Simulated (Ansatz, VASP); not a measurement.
# Os in VASP and in Ansatz

```
CELL_PARAMETERS angstrom
0.00000 1.90563 1.90563
1.90563 0.00000 1.90563
1.90563 1.90563 0.00000
ATOMIC_POSITIONS crystal
Os 0.00000 0.00000 0.00000
```

Change from the starting cell: volume scaled by 0.9405.

Alike in both runs: task single point; functional PBE; k mesh 14 × 14 × 14; occupations fermi-dirac, width 0.03 eV; no spin polarisation.

|  | VASP | Ansatz |
| --- | --- | --- |
| version | VASP 6.6.1 | Ansatz 0.2.0 |
| potentials or method | VASP PAW PBE potentials, release 64 (Os), cutoff 520 eV | all-electron LAPW, scalar-relativistic |

|  | VASP | Ansatz | Ansatz less VASP |
| --- | --- | --- | --- |
| pressure (GPa) | 15.3 | 15.1 | -0.23 |

Ansatz ran all-electron here, and VASP with PAW potentials.

Neither program's run includes spin-orbit coupling.
